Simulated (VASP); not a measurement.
Write the native input for VASP 6.6.1 that does the following.

```
Task                   : single point
Functional             : PBE
Potentials or basis    : VASP PAW PBE potentials, release 64 (Cs_sv, Pb_d, I, Cl)
Cutoff                 : 520 eV
k mesh                 : 6 × 6 × 6
Occupations            : fermi-dirac, width 0.02 eV
Spin                   : no spin polarisation
Dipole correction      : no
Further INCAR settings : ALGO = Normal; EDIFF = 1e-06; NBANDS = 39
```

The structure of Cs2PbI2Cl2 lies in POSCAR:

```
Cs2PbI2Cl2
1.0
   -2.8820482357      2.8820482357      9.7442109636
    2.8820482357     -2.8820482357      9.7442109636
    2.8820482357      2.8820482357     -9.7442109636
Cs Pb I Cl
2 1 2 2
Direct
    0.3685183008      0.3685183008      0.0000000000
    0.6314816992      0.6314816992      0.0000000000
    0.0000000000      0.0000000000      0.0000000000
    0.1662524923      0.1662524923      0.0000000000
    0.8337475077      0.8337475077      0.0000000000
    0.5000000000      0.0000000000      0.5000000000
    0.0000000000      0.5000000000      0.5000000000
```

The input as run:

INCAR

```
  ALGO = Normal
  EDIFF = 1E-6
  ENCUT = 520
  GGA = PE
  ISIF = 2
  ISMEAR = -1
  LASPH = True
  LCHARG = False
  LREAL = False
  LWAVE = False
  NBANDS = 39
  NELM = 60
  PREC = Accurate
  SIGMA = 0.02
```

KPOINTS

```
k-points
0
Gamma
  6 6 6
```

Potentials or basis: VASP PAW PBE potentials, release 64 (Cs_sv, Pb_d, I, Cl).

The run is started by

```console
$ cat potpaw_PBE.64/Cs_sv/POTCAR potpaw_PBE.64/Pb_d/POTCAR potpaw_PBE.64/I/POTCAR potpaw_PBE.64/Cl/POTCAR > POTCAR
$ mpirun -np 1 vasp_std > vasp.out
```

It gave:

* Pressure: 0.0 GPa
* Band gap on the k mesh: 2.51 eV

Caveat: spin-orbit coupling is left out, which moves the levels of the heavy elements.

It took 23 min on 1 thread of Intel(R) Xeon(R) Platinum 8488C (Sapphire Rapids), on a shared host, peak memory 1.2 GiB.
